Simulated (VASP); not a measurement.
# Pt in VASP: single point with PBE

Aim: the single point of Pt with PBE.

Program: VASP 6.6.1. These are calculated values, not measurements. Logs are shortened: lines on timing, memory, paths and dates and some standing lists are left out, and cuts for length are marked.

## Step 1: The cell of the first run

The cell holds a slab with vacuum, 5 atoms: a = 2.775 Å, b = 2.775 Å, c = 24.062 Å, α = 90.00°, β = 90.00°, γ = 60.00°.

## Step 2: Single point, PBE

File INCAR:

```
SYSTEM = Pt
PREC = Accurate
ENCUT = 520
EDIFF = 1E-6
ISMEAR = 0
SIGMA = 0.1
LREAL = .FALSE.
LASPH = .TRUE.
NELM = 80
ALGO = Normal
ISIF = 2
LWAVE = .FALSE.
LCHARG = .FALSE.
LDIPOL = .TRUE.
IDIPOL = 3
DIPOL = 0.5 0.5 0.500
GGA = PE
NBANDS = 33
```

File KPOINTS:

```
regular mesh
0
G
  15 15 1
  0 0 0
```

File POSCAR:

```
Pt
1.0
    2.7746870094      0.0000000000      0.0000000000
    1.3873435047      2.4029494377      0.0000000000
    0.0000000000      0.0000000000     24.0620898252
Pt
5
Direct
    0.0000000000      0.0000000000      0.3063207500
    0.3333333333      0.3333333333      0.4038910138
    0.6666666667      0.6666666667      0.5000001240
    0.0000000000      0.0000000000      0.5961090754
    0.3333333333      0.3333333333      0.6936790368
```

Potentials or basis: VASP PAW PBE potentials, release 64 (Pt).

Launch:

```sh
cat potpaw_PBE.64/Pt/POTCAR > POTCAR
mpirun -np 1 vasp_std > vasp.out
```

OUTCAR:

```text
SYSTEM = Pt
   PREC = Accurate
   ENCUT = 520
   EDIFF = 1E-6
   ISMEAR = 0
   LREAL = .FALSE.
   LASPH = .TRUE.
   NELM = 80
   ISIF = 2
   GGA = PE

 ion  position               nearest neighbor table
   1  0.000  0.000  0.306-   2 2.84   2 2.84   2 2.84
   2  0.333  0.333  0.404-   3 2.81   3 2.81   3 2.81   1 2.84   1 2.84   1 2.84
   3  0.667  0.667  0.500-   4 2.81   4 2.81   4 2.81   2 2.81   2 2.81   2 2.81
   4  0.000  0.000  0.596-   3 2.81   3 2.81   3 2.81   5 2.84   5 2.84   5 2.84
   5  0.333  0.333  0.694-   4 2.84   4 2.84   4 2.84

  LATTYP: Found a hexagonal cell.
 ALAT       =     2.7746870094
 C/A-ratio  =     8.6720014703

  Lattice vectors:

 A1 = (  -1.3873435047,  -2.4029494377,   0.0000000000)
 A2 = (   2.7746870094,   0.0000000000,   0.0000000000)
 A3 = (   0.0000000000,   0.0000000000,  24.0620898252)

Analysis of symmetry for initial positions (statically):
=====================================================================
 Subroutine PRICEL returns:
 Original cell was already a primitive cell.

 Routine SETGRP: Setting up the symmetry group for a
 hexagonal supercell.

 Subroutine GETGRP returns: Found 12 space group operations
 (whereof  6 operations were pure point group operations)
 out of a pool of 24 trial point group operations.

The static configuration has the point symmetry C_3v.
 The point group associated with its full space group is D_3d.

Analysis of symmetry for dynamics (positions and initial velocities):
=====================================================================
 Subroutine PRICEL returns:
 Original cell was already a primitive cell.

 Routine SETGRP: Setting up the symmetry group for a
 hexagonal supercell.

 Subroutine GETGRP returns: Found 12 space group operations
 (whereof  6 operations were pure point group operations)
 out of a pool of 24 trial point group operations.

The dynamic configuration has the point symmetry C_3v.
 The point group associated with its full space group is D_3d.

 Subroutine INISYM returns: Found 12 space group operations
 (whereof  6 operations are pure point group operations),
 and found     1 'primitive' translations

----------------------------------------------------------------------------------------

                                     Primitive cell

  volume of cell :     160.4324

  direct lattice vectors                    reciprocal lattice vectors
     2.774687009  0.000000000  0.000000000     0.360401010 -0.208077620  0.000000000
     1.387343505  2.402949438  0.000000000     0.000000000  0.416155240  0.000000000
     0.000000000  0.000000000 24.062089825     0.000000000  0.000000000  0.041559150

  length of vectors
     2.774687009  2.774687009 24.062089825     0.416155240  0.416155240  0.041559150

  position of ions in fractional coordinates (direct lattice)
     0.000000000  0.000000000  0.306320750
     0.333333333  0.333333333  0.403891014
     0.666666667  0.666666667  0.500000124
     0.000000000  0.000000000  0.596109075
     0.333333333  0.333333333  0.693679037

  ion indices of the primitive-cell ions
   primitive index   ion index
                 1           1
                 2           2
                 3           3
                 4           4
                 5           5

----------------------------------------------------------------------------------------

 KPOINTS: regular mesh

Automatic generation of k-mesh.
 Grid dimensions read from file:
 generate k-points for:   15   15    1

 Generating k-lattice:

  Cartesian coordinates                     Fractional coordinates (reciprocal lattice)
     0.024026734 -0.013871841  0.000000000     0.066666667  0.000000000  0.000000000
     0.000000000  0.027743683  0.000000000     0.000000000  0.066666667  0.000000000
     0.000000000  0.000000000  0.041559150     0.000000000  0.000000000  1.000000000

  Length of vectors
     0.027743683  0.027743683  0.041559150

  Shift w.r.t. Gamma in fractional coordinates (k-lattice)
     0.000000000  0.000000000  0.000000000

 Subroutine IBZKPT returns following result:
 ===========================================

 Found     27 irreducible k-points:

 Following reciprocal coordinates:
            Coordinates               Weight
  0.000000  0.000000  0.000000      1.000000
  0.066667 -0.000000  0.000000      6.000000
  0.133333 -0.000000  0.000000      6.000000
  0.200000  0.000000  0.000000      6.000000
  0.266667 -0.000000  0.000000      6.000000
  0.333333 -0.000000  0.000000      6.000000
[... 16 lines left out ...]
 -0.466667  0.200000  0.000000     12.000000
 -0.400000  0.200000  0.000000      6.000000
 [... further k-points ...]
   k-points           NKPTS =     27   k-points in BZ     NKDIM =     27   number of bands    NBANDS=     33
   number of dos      NEDOS =    301   number of ions     NIONS =      5
   total plane-waves  NPLWV = 103680
   dimension x,y,z NGX =    24 NGY =   24 NGZ =  180
   dimension x,y,z NGXF=    48 NGYF=   48 NGZF=  360
   ions per type =               5
   NGX,Y,Z   is equivalent  to a cutoff of  14.38, 14.38, 12.44 a.u.
   NGXF,Y,Z  is equivalent  to a cutoff of  28.76, 28.76, 24.87 a.u.
 SYSTEM =  Pt
   PREC   = accura    normal or accurate (medium, high low for compatibility)
   ISTART =      0    job   : 0-new  1-cont  2-samecut
   ICHARG =      2    charge: 1-file 2-atom 10-const
   ISPIN  =      1    spin polarized calculation?
   LNONCOLLINEAR =      F non collinear calculations
   LSORBIT =      F    spin-orbit coupling
   LASPH  =      T    aspherical Exc in radial PAW
   ENCUT  =  520.0 eV  38.22 Ry    6.18 a.u.   5.16  5.16 44.74*2*pi/ulx,y,z
   NELM   =     80;   NELMIN=  2; NELMDL= -5     # of ELM steps
   EDIFF  = 0.1E-05   stopping-criterion for ELM
   LREAL  =      F    real-space projection
   EDIFFG = 0.1E-04   stopping-criterion for IOM
   NSW    =      0    number of steps for IOM
   IBRION =     -1    ionic relax: 0-MD 1-quasi-New 2-CG
   NFREE  =      0    steps in history (QN), initial steepest desc. (CG)
   ISIF   =      2    stress and relaxation
   ISYM   =      2    0-nonsym 1-usesym 2-fastsym
   POTIM  = 0.5000    time-step for ionic-motion
   TEBEG  =    0.0;   TEEND  =   0.0 temperature during run
   PSTRESS=    0.0 pullay stress
   NELECT =      50.0000    total number of electrons
   NUPDOWN=      -1.0000    fix difference up-down
   EMIN   =  10.00;   EMAX   =-10.00  energy-range for DOS
   EFERMI =   0.00;   METHOD = LEGACY
   ISMEAR =     0;   SIGMA  =   0.10  broadening in eV -4-tet -1-fermi 0-gaus
   EFERMI_NEDOS =   21; number of points for ismear=-14 and -15
   IALGO  =     38    algorithm
   IMIX   =      4    mixing-type and parameters
     AMIX     =   0.40;   BMIX     =  1.00
     AMIX_MAG =   1.60;   BMIX_MAG =  1.00
  volume/ion in A,a.u.               =      32.09       216.53
  Fermi-wavevector in a.u.,A,eV,Ry     =   1.109943  2.097489 16.762029  1.231974
  Thomas-Fermi vector in A             =   2.246489
   LORBIT       =      0    0 simple, 1 ext, 2 COOP (PROOUT), +10 PAW based schemes
   GGA     = PE    functional components
   LHFCALC =     F    Hartree Fock is set to
   AEXX    =    0.0000 exact exchange contribution
   IVDW    =     0    specifies the selected vdW correction
   LEPSILON=     F    determine dielectric tensor
   LRPA    =     F    only Hartree local field effects (RPA)
 non-spin polarized calculation
 Gauss-broadening in eV      SIGMA  =   0.10
  energy-cutoff  :      520.00
  volume of cell :      160.43
 maximum number of plane-waves:      4345
 NGX is ok and might be reduce to    24
   NGX = 11   NGY = 11   NGZ = 89

 dipolmoment           0.000000      0.000000      0.000000 electrons x Angstroem

 number of electron      50.0000002 magnetization

 dipolmoment           0.000000      0.000000     -0.000005 electrons x Angstroem

 Free energy of the ion-electron system (eV)
  ---------------------------------------------------
  ext. energy  EPLUGINS =         0.00000000
  ---------------------------------------------------
  free energy    TOTEN  =       -29.31660095 eV

  energy without entropy =      -29.25606658  energy(sigma->0) =      -29.28633377

 E-fermi :   2.1693     XC(G=0):  -7.2464

 val. band max:        2.1638890379   @ k =  -0.4667   0.0667   0.0000
 cond. band min:       2.1735335718   @ k =   0.1333  -0.0000   0.0000
 fundamental gap:      0.0096445340
 Fermi energy:         2.1693042655

 k-point     1 :       0.0000    0.0000    0.0000
  band No.  band energies     occupation
      1      -7.4015      2.00000
      2      -6.4238      2.00000
      3      -5.4328      2.00000
      4      -4.7814      2.00000
      5      -4.7641      2.00000
      6      -1.7417      2.00000
[... 25 lines left out ...]
     32       7.3807      0.00000
     33       7.8426      0.00000

 k-point     2 :       0.0667   -0.0000    0.0000
  band No.  band energies     occupation
      1      -7.2444      2.00000
      2      -6.2694      2.00000
      3      -5.2761      2.00000
      4      -4.6318      2.00000
      5      -4.6064      2.00000
      6      -1.7974      2.00000
[... 25 lines left out ...]
     32       7.4809      0.00000
     33       7.9608      0.00000
[... 754 lines left out ...]
     32       8.6597      0.00000
     33       9.4373      0.00000

 k-point    24 :      -0.4000    0.2000    0.0000
  band No.  band energies     occupation
      1      -3.7495      2.00000
      2      -3.7360      2.00000
      3      -3.3001      2.00000
      4      -3.0767      2.00000
      5      -3.0153      2.00000
      6      -2.6808      2.00000
[... 25 lines left out ...]
     32       8.6603      0.00000
     33       8.9630      0.00000

 [... further k-points ...]

------------------------ aborting loop because EDIFF is reached ----------------------------------------

 vacuum level on the upper side and lower side of the slab       (xc-potential included)        -0.365        -0.365

  FORCE on cell =-STRESS in cart. coord.  units (eV):
  Direction    XX          YY          ZZ          XY          YZ          ZX
  --------------------------------------------------------------------------------------
  -------------------------------------------------------------------------------------
  Total       -2.6996630     -2.6996630     -0.2494991     -0.0000000      0.0000000     -0.0000000
  in kB      -26.9605130    -26.9605130     -2.4916528     -0.0000000      0.0000000     -0.0000000
  external PRESSURE =     -18.8042263 kB  Pullay stress =       0.0000000 kB

 VOLUME and BASIS-vectors are now :
 -----------------------------------------------------------------------------
  energy-cutoff  :      520.00
  volume of cell :      160.43
      direct lattice vectors                 reciprocal lattice vectors
     2.774687009  0.000000000  0.000000000     0.360401010 -0.208077620  0.000000000
     1.387343505  2.402949438  0.000000000     0.000000000  0.416155240  0.000000000
     0.000000000  0.000000000 24.062089825     0.000000000  0.000000000  0.041559150

 POSITION                                       TOTAL-FORCE (eV/Angst)
 -----------------------------------------------------------------------------------
      0.00000      0.00000      7.37072        -0.000000      0.000000      0.022897
      1.38734      0.80098      9.71846         0.000000      0.000000      0.001117
      2.77469      1.60197     12.03105        -0.000000     -0.000000     -0.000000
      0.00000      0.00000     14.34363        -0.000000     -0.000000     -0.001117
      1.38734      0.80098     16.69137         0.000000     -0.000000     -0.022897
 -----------------------------------------------------------------------------------
    total drift:                                0.000000      0.000000     -0.000170

  FREE ENERGIE OF THE ION-ELECTRON SYSTEM (eV)
  ---------------------------------------------------
  free  energy   TOTEN  =       -29.3166009509 eV

  energy  without entropy=      -29.2560665803  energy(sigma->0) =      -29.28633377

 vacuum level on the upper side and lower side of the slab         7.501         7.501
```

Run time: 5.3 min. Hardware: 1 thread of AMD EPYC 7R43 (Zen 3), shared host; peak memory 0.32 GiB.

What came out:

| Property | Result |
| --- | --- |
| Free energy | -29.3166 eV |
| Largest force | 0.023 eV/Å |
| Band gap on the k mesh | zero (bands 25 and 26 overlap by 1.45 eV) |

Forces on the atoms (eV/Å):
```
Pt   0.000  0.000  0.023
Pt   0.000  0.000  0.001
Pt   0.000  0.000  0.000
Pt   0.000  0.000 -0.001
Pt   0.000  0.000 -0.023
```

Caveat: spin-orbit coupling is left out, which moves the levels of the heavy elements.
